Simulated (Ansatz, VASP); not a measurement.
# Cu3N: VASP beside Ansatz

The input INCAR:

```
SYSTEM = Cu3N
ALGO = Normal
EDIFF = 1E-6
ENCUT = 820
GGA = PE
GGA_COMPAT = .FALSE.
ISIF = 2
ISMEAR = -1
LASPH = .TRUE.
LCHARG = .FALSE.
LREAL = .FALSE.
LWAVE = .FALSE.
NBANDS = 39
NELM = 120
PREC = Accurate
SIGMA = 0.02
```

KPOINTS

```
k-points
0
G
  6 6 6
  0 0 0
```

The input POSCAR:

```
Cu3N
1.0
    3.7893700971      0.0000000000      0.0000000000
    0.0000000000      3.7893700971      0.0000000000
    0.0000000000      0.0000000000      3.7893700971
Cu N
3 1
Direct
    0.5000000000      0.0000000000      0.0000000000
    0.0000000000      0.5000000000      0.0000000000
    0.0000000000      0.0000000000      0.5000000000
    0.0000000000      0.0000000000      0.0000000000
```

Input for Ansatz:

```yaml
crystal:
  lattice:
    - [3.7893700971, 0.0, 0.0]
    - [0.0, 3.7893700971, 0.0]
    - [0.0, 0.0, 3.7893700971]
  atoms:
    - { symbol: Cu, position: [0.5, 0.0, 0.0] }
    - { symbol: Cu, position: [0.0, 0.5, 0.0] }
    - { symbol: Cu, position: [0.0, 0.0, 0.5] }
    - { symbol: "N", position: [0.0, 0.0, 0.0] }
kpoints:
  mp_grid: { grid: [6, 6, 6] }
  band_path:
    path:
      - [0.0, 0.0, 0.0]
      - [0.0, 0.5, 0.0]
      - [0.5, 0.5, 0.0]
      - [0.5, 0.5, 0.5]
      - [0.0, 0.5, 0.5]
      - [0.5, 0.5, 0.3]
    npoints: 1
hamiltonian:
  xc: pbe
scf:
  occupations: { method: fermi_dirac, width: 0.02 }
  n_extra_bands: 5
output:
  forces: true
  stress: true
  eigenvalues: true
```

Alike in both runs: task single point; functional PBE; k mesh 6 × 6 × 6; occupations fermi-dirac, width 0.02 eV; no spin polarisation.

|  | VASP | Ansatz |
| --- | --- | --- |
| version | VASP 6.6.1 | Ansatz 0.2.0 |
| potentials or method | VASP PAW PBE potentials, release 64 (Cu_sv_GW, N) | plane waves, PAW |
| plane-wave cutoff (eV) | 820 | 420 |
| valence electrons in the cell | 62 | 62 |

```tsv
	VASP	Ansatz	Ansatz less VASP
pressure (GPa)	3.0	3.9	+0.86
```
